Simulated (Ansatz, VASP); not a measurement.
# One calculation of TiO2, two programs

Contents of INCAR:

```
  PREC = Accurate
  ENCUT = 520
  EDIFF = 1E-6
  ISMEAR = 0
  SIGMA = 0.02
  LREAL = False
  LASPH = True
  NELM = 150
  ALGO = Normal
  ISIF = 2
  LWAVE = False
  LCHARG = False
  LMAXMIX = 4
  LDAU = True
  LDAUTYPE = 2
  LDAUL = 2 -1
  LDAUU = 4 0
  LDAUJ = 0 0
  LDAUPRINT = 1
  GGA = PE
  NBANDS = 60
```

The input KPOINTS:

```
Automatic mesh
0
Gamma
  6 6 4
```

The input POSCAR:

```
TiO2
1.0
    3.7607306762      0.0000000000      0.0000000000
    0.0000000000      3.7607306762      0.0000000000
    0.0000000000      0.0000000000      9.9777726344
Ti O
4 8
Direct
    0.0000000000      0.0000000000      0.0000000000
    0.0000000000      0.5000000000      0.2500000000
    0.5000000000      0.5000000000      0.5000000000
    0.5000000000      0.0000000000      0.7500000000
    0.0000000000      0.5000000000      0.4529448684
    0.0000000000      0.0000000000      0.2029448684
    0.0000000000      0.5000000000      0.0470551316
    0.5000000000      0.5000000000      0.2970551316
    0.5000000000      0.0000000000      0.9529448684
    0.5000000000      0.5000000000      0.7029448684
    0.5000000000      0.0000000000      0.5470551316
    0.0000000000      0.0000000000      0.7970551316
```

Input for Ansatz:

```yaml
crystal:
  lattice:
    - [3.7607306964, 0.0, 0.0]
    - [0.0, 3.7607306964, 0.0]
    - [0.0, 0.0, 9.9777724383]
  atoms:
    - { symbol: Ti, position: [0.0, 0.0, 0.0] }
    - { symbol: Ti, position: [0.0, 0.5, 0.25] }
    - { symbol: Ti, position: [0.5, 0.5, 0.5] }
    - { symbol: Ti, position: [0.5, 0.0, 0.75] }
    - { symbol: O, position: [0.0, 0.5, 0.4529448635] }
    - { symbol: O, position: [0.0, 0.0, 0.2029448635] }
    - { symbol: O, position: [0.0, 0.5, 0.0470551365] }
    - { symbol: O, position: [0.5, 0.5, 0.2970551365] }
    - { symbol: O, position: [0.5, 0.0, 0.9529448635] }
    - { symbol: O, position: [0.5, 0.5, 0.7029448635] }
    - { symbol: O, position: [0.5, 0.0, 0.5470551365] }
    - { symbol: O, position: [0.0, 0.0, 0.7970551365] }
basis:
  ecutwfc: 420
kpoints:
  mp_grid: { grid: [6, 6, 4] }
  band_path: { path: [VBM, CBM], npoints: 2 }
hamiltonian:
  xc: pbe
  hubbard: { sites: [{ species: Ti, l: d, u_eff: 4.0 }] }
scf:
  occupations: { method: gaussian, width: 0.02 }
output:
  forces: true
  stress: true
  eigenvalues: true
checkpoint:
  read: start.run
  write: ck
  compress: false
  write_wavefunctions: false
  write_every: 100000
```

Alike in both runs: task single point; functional PBE; k mesh 6 × 6 × 4; occupations gaussian, width 0.02 eV; no spin polarisation; Hubbard terms Ti d U = 4.0 eV.

|  | VASP | Ansatz |
| --- | --- | --- |
| version | VASP 6.6.1 | Ansatz 0.2.0 |
| potentials or method | VASP PAW PBE potentials, release 64 (Ti_sv, O), cutoff 520 eV | scalar-relativistic, plane waves, PAW |
| valence electrons in the cell | 96 | 96 |

```tsv
	VASP	Ansatz	Ansatz less VASP
gap on the k mesh at the Fermi level (eV)	2.85	2.79	-0.052
least direct gap on the mesh (eV)	2.86	2.82	-0.039
pressure (GPa)	7.3	2.9	-4.41
traceless stress, the component that is largest in VASP (GPa)	-3.88	-2.86	+1.018
rms of the force components (eV/Å)	0.055	0.000	-0.0552
```

The programs project onto different local orbitals, so the same U acts differently, and such runs can settle in different states. Atom by atom the forces differ by 0.055 eV/Å (rms over components).
